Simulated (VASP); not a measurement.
# Sc2As3Se3 (P-4m2) in VASP: single point with PBE

Aim: the single point of Sc2As3Se3 with PBE.

All numbers are computed with VASP 6.6.1; they aren't measurements. Logs are shortened: lines on timing, memory, paths and dates and some standing lists are left out, and cuts for length are marked.

## 1. The cell of the first run

It takes space group P-4m2 (No. 115, tetragonal). Conventional cell: a = 4.825 Å, b = 4.825 Å, c = 10.648 Å, α = 90.00°, β = 90.00°, γ = 90.00°. Within 3.6 Å of Sc (site symmetry 2mm) lie 4 As at 2.75 to 2.86 Å and 5 Se at 2.82 to 3.42 Å. Within 3.3 Å of As (site symmetry 2mm) lie 3 Se at 2.46 to 2.78 Å and 2 Sc at 2.86 Å and 1 As at 2.86 Å. As (site symmetry -4m2) has 4 Sc at 2.75 Å and 4 Se at 2.84 Å and 2 As at 2.86 Å within 3.6 Å. Se (site symmetry 2mm) has 4 As at 2.78 to 2.84 Å and 5 Sc at 2.82 to 3.42 Å within 3.7 Å. Se (site symmetry -4m2) has 2 As at 2.46 Å within 3.3 Å.

The cell was built from a structure type or drawn by symmetry, and may not be a known phase.

## 2. Single point, PBE

INCAR

```
  PREC = Accurate
  ENCUT = 520
  EDIFF = 1E-6
  ISMEAR = 0
  SIGMA = 0.2
  LREAL = F
  LASPH = T
  NELM = 100
  ALGO = Normal
  ISIF = 2
  LWAVE = F
  LCHARG = F
  GGA = PE
  NBANDS = 38
```

KPOINTS

```
regular mesh
0
Gamma
  3 3 2
```

POSCAR

```
Sc2As3Se3
1.0
    4.8253991148      0.0000000000      0.0000000000
    0.0000000000      4.8253991148      0.0000000000
    0.0000000000      0.0000000000     10.6481620235
Sc As Se
2 3 3
Direct
    0.0000000000      0.5000000000      0.3754194556
    0.5000000000      0.0000000000      0.6245805444
    0.5000000000      0.5000000000      0.2312066881
    0.5000000000      0.5000000000      0.7687933119
    0.5000000000      0.5000000000      0.5000000000
    0.0000000000      0.5000000000      0.6399325789
    0.5000000000      0.0000000000      0.3600674211
    0.5000000000      0.5000000000      0.0000000000
```

Potentials or basis: VASP PAW PBE potentials, release 64 (Sc_sv, As, Se).

Launch:

```bash
cat potpaw_PBE.64/Sc_sv/POTCAR potpaw_PBE.64/As/POTCAR potpaw_PBE.64/Se/POTCAR > POTCAR
mpirun -np 1 vasp_std > vasp.out
```

OUTCAR:

```text
PREC = Accurate
   ENCUT = 520
   EDIFF = 1E-6
   ISMEAR = 0
   LREAL = F
   LASPH = T
   NELM = 100
   ISIF = 2
   GGA = PE

 ion  position               nearest neighbor table
   1  0.000  0.500  0.375-   5 2.75   5 2.75   6 2.82   3 2.86   3 2.86
   2  0.500  0.000  0.625-   5 2.75   5 2.75   7 2.82   4 2.86   4 2.86
   3  0.500  0.500  0.231-   8 2.46   7 2.78   7 2.78   1 2.86   1 2.86   5 2.86
   4  0.500  0.500  0.769-   8 2.46   6 2.78   6 2.78   2 2.86   2 2.86   5 2.86
   5  0.500  0.500  0.500-   1 2.75   2 2.75   2 2.75   1 2.75   6 2.84   7 2.84   7 2.84   6 2.84
                             3 2.86   4 2.86
   6  0.000  0.500  0.640-   4 2.78   4 2.78   1 2.82   5 2.84   5 2.84
   7  0.500  0.000  0.360-   3 2.78   3 2.78   2 2.82   5 2.84   5 2.84
   8  0.500  0.500  0.000-   3 2.46   4 2.46

  LATTYP: Found a simple tetragonal cell.
 ALAT       =     4.8253991148
 C/A-ratio  =     2.2066904250

  Lattice vectors:

 A1 = (   4.8253991148,   0.0000000000,   0.0000000000)
 A2 = (   0.0000000000,   4.8253991148,   0.0000000000)
 A3 = (   0.0000000000,   0.0000000000,  10.6481620235)

Analysis of symmetry for initial positions (statically):
=====================================================================
 Subroutine PRICEL returns:
 Original cell was already a primitive cell.

 Routine SETGRP: Setting up the symmetry group for a
 simple tetragonal supercell.

 Subroutine GETGRP returns: Found  8 space group operations
 (whereof  8 operations were pure point group operations)
 out of a pool of 16 trial point group operations.

The static configuration has the point symmetry D_2d.

Analysis of symmetry for dynamics (positions and initial velocities):
=====================================================================
 Subroutine PRICEL returns:
 Original cell was already a primitive cell.

 Routine SETGRP: Setting up the symmetry group for a
 simple tetragonal supercell.

 Subroutine GETGRP returns: Found  8 space group operations
 (whereof  8 operations were pure point group operations)
 out of a pool of 16 trial point group operations.

The dynamic configuration has the point symmetry D_2d.

 Subroutine INISYM returns: Found  8 space group operations
 (whereof  8 operations are pure point group operations),
 and found     1 'primitive' translations

----------------------------------------------------------------------------------------
[... 91 lines left out ...]
   NFREE  =      0    steps in history (QN), initial steepest desc. (CG)
   ISIF   =      2    stress and relaxation
   ISYM   =      2    0-nonsym 1-usesym 2-fastsym
   POTIM  = 0.5000    time-step for ionic-motion
   TEBEG  =    0.0;   TEEND  =   0.0 temperature during run
   PSTRESS=    0.0 pullay stress
   NELECT =      55.0000    total number of electrons
   NUPDOWN=      -1.0000    fix difference up-down
   EMIN   =  10.00;   EMAX   =-10.00  energy-range for DOS
   EFERMI =   0.00;   METHOD = LEGACY
   ISMEAR =     0;   SIGMA  =   0.20  broadening in eV -4-tet -1-fermi 0-gaus
   EFERMI_NEDOS =   21; number of points for ismear=-14 and -15
   IALGO  =     38    algorithm
   IMIX   =      4    mixing-type and parameters
     AMIX     =   0.40;   BMIX     =  1.00
     AMIX_MAG =   1.60;   BMIX_MAG =  1.00
  volume/ion in A,a.u.               =      30.99       209.15
  Fermi-wavevector in a.u.,A,eV,Ry     =   0.991019  1.872755 13.362538  0.982119
  Thomas-Fermi vector in A             =   2.122731
   LORBIT       =      0    0 simple, 1 ext, 2 COOP (PROOUT), +10 PAW based schemes
   GGA     = PE    functional components
   LHFCALC =     F    Hartree Fock is set to
   AEXX    =    0.0000 exact exchange contribution
   IVDW    =     0    specifies the selected vdW correction
   LEPSILON=     F    determine dielectric tensor
   LRPA    =     F    only Hartree local field effects (RPA)
 non-spin polarized calculation
 Gauss-broadening in eV      SIGMA  =   0.20
  energy-cutoff  :      520.00
  volume of cell :      247.94
 maximum number of plane-waves:      6697
 NGX is ok and might be reduce to    36
   NGX = 17   NGY = 17   NGZ = 39

 number of electron      55.0000014 magnetization

 Free energy of the ion-electron system (eV)
  ---------------------------------------------------
  ext. energy  EPLUGINS =         0.00000000
  ---------------------------------------------------
  free energy    TOTEN  =       -38.92940683 eV

  energy without entropy =      -38.81811443  energy(sigma->0) =      -38.87376063

 E-fermi :   2.1100     XC(G=0):  -7.9749

 val. band max:        2.0797035197   @ k =   0.3333   0.0000   0.5000
 cond. band min:       2.1703595263   @ k =   0.3333   0.3333   0.5000
 fundamental gap:      0.0906560066
 Fermi energy:         2.1100303364

 k-point     1 :       0.0000    0.0000    0.0000
  band No.  band energies     occupation
      1     -48.3468      2.00000
      2     -48.3458      2.00000
      3     -27.2094      2.00000
      4     -27.2094      2.00000
      5     -26.9491      2.00000
      6     -26.9389      2.00000
[... 235 lines left out ...]
     37       4.1914      0.00000
     38       4.5477      0.00000

------------------------ aborting loop because EDIFF is reached ----------------------------------------

  FORCE on cell =-STRESS in cart. coord.  units (eV):
  Direction    XX          YY          ZZ          XY          YZ          ZX
  --------------------------------------------------------------------------------------
  -------------------------------------------------------------------------------------
  Total        0.0142643      0.0142643      0.1245262      0.0000000     -0.0000000      0.0000000
  in kB        0.0921767      0.0921767      0.8046927      0.0000000     -0.0000000      0.0000000
  external PRESSURE =       0.3296821 kB  Pullay stress =       0.0000000 kB

 VOLUME and BASIS-vectors are now :
 -----------------------------------------------------------------------------
  energy-cutoff  :      520.00
  volume of cell :      247.94
      direct lattice vectors                 reciprocal lattice vectors
     4.825399115  0.000000000  0.000000000     0.207236744  0.000000000  0.000000000
     0.000000000  4.825399115  0.000000000     0.000000000  0.207236744  0.000000000
     0.000000000  0.000000000 10.648162023     0.000000000  0.000000000  0.093912921

 POSITION                                       TOTAL-FORCE (eV/Angst)
 -----------------------------------------------------------------------------------
      0.00000      2.41270      3.99753        -0.000000      0.000000     -0.026278
      2.41270      0.00000      6.65063         0.000000      0.000000      0.026278
      2.41270      2.41270      2.46193         0.000000      0.000000     -0.050805
      2.41270      2.41270      8.18624         0.000000      0.000000      0.050805
      2.41270      2.41270      5.32408         0.000000      0.000000     -0.000000
      0.00000      2.41270      6.81411         0.000000      0.000000      0.004013
      2.41270      0.00000      3.83406         0.000000      0.000000     -0.004013
      2.41270      2.41270      0.00000         0.000000     -0.000000     -0.000000
 -----------------------------------------------------------------------------------
    total drift:                                0.000000      0.000000      0.000000

  FREE ENERGIE OF THE ION-ELECTRON SYSTEM (eV)
  ---------------------------------------------------
  free  energy   TOTEN  =       -38.9294068317 eV

  energy  without entropy=      -38.8181144287  energy(sigma->0) =      -38.87376063
```

OSZICAR:

```text
N       E                     dE             d eps       ncg     rms          rms(c)
DAV:   1     0.654170934451E+03    0.65417E+03   -0.22398E+04   464   0.125E+03
DAV:   2     0.481975972258E+02   -0.60597E+03   -0.59303E+03   472   0.406E+02
DAV:   3    -0.372666820071E+02   -0.85464E+02   -0.82521E+02   752   0.141E+02
DAV:   4    -0.434543651846E+02   -0.61877E+01   -0.60806E+01   752   0.388E+01
DAV:   5    -0.435475538325E+02   -0.93189E-01   -0.92371E-01   664   0.489E+00    0.118E+01
DAV:   6    -0.391249174175E+02    0.44226E+01   -0.16592E+01   760   0.254E+01    0.500E+00
DAV:   7    -0.389932393015E+02    0.13168E+00   -0.15918E+00   776   0.834E+00    0.316E+00
DAV:   8    -0.389522780603E+02    0.40961E-01   -0.69332E-01   816   0.506E+00    0.126E+00
DAV:   9    -0.389366925216E+02    0.15586E-01   -0.37197E-01   762   0.403E+00    0.618E-01
DAV:  10    -0.389287817689E+02    0.79108E-02   -0.74443E-02   768   0.183E+00    0.223E-01
DAV:  11    -0.389292342210E+02   -0.45245E-03   -0.35815E-03   690   0.318E-01    0.141E-01
DAV:  12    -0.389295576643E+02   -0.32344E-03   -0.58021E-03   752   0.488E-01    0.883E-02
DAV:  13    -0.389293654831E+02    0.19218E-03   -0.13105E-03   760   0.230E-01    0.176E-02
DAV:  14    -0.389293995616E+02   -0.34079E-04   -0.94240E-05   586   0.382E-02    0.700E-03
DAV:  15    -0.389294050450E+02   -0.54834E-05   -0.73587E-06   552   0.163E-02    0.274E-03
DAV:  16    -0.389294065510E+02   -0.15060E-05   -0.18115E-06   442   0.820E-03    0.154E-03
DAV:  17    -0.389294068317E+02   -0.28064E-06   -0.35281E-07   360   0.609E-03
   1 F= -.38929407E+02 E0= -.38873761E+02  d E =-.111292E+00
```

stdout:

```text
POSCAR found type information on POSCAR ScAsSe
 POSCAR found :  3 types and       8 ions
 scaLAPACK will be used
 LDA part: xc-table for (Slater+PW92), standard interpolation
 POSCAR, INCAR and KPOINTS ok, starting setup
 FFT: planning ... GRIDC
 FFT: planning ... GRID_SOFT
 FFT: planning ... GRID
 WAVECAR not read
 entering main loop
```

Run time: 2 min. Hardware: 1 thread of Intel Xeon 8259CL, shared host; peak memory 0.33 GiB.

Results:

* Free energy: -38.9294 eV
* Pressure: 0.0 GPa
* Largest force: 0.051 eV/Å
* Band gap on the k mesh: zero (an odd number of electrons rules out a gap without spin polarisation)

Forces on the atoms (eV/Å):
```
Sc   0.000  0.000 -0.026
Sc   0.000  0.000  0.026
As   0.000  0.000 -0.051
As   0.000  0.000  0.051
As   0.000  0.000  0.000
Se   0.000  0.000  0.004
Se   0.000  0.000 -0.004
Se   0.000  0.000  0.000
```

Caveat: the k points lie up to 0.43 Å⁻¹ apart, too coarse for converged energies and pressures of a metal.
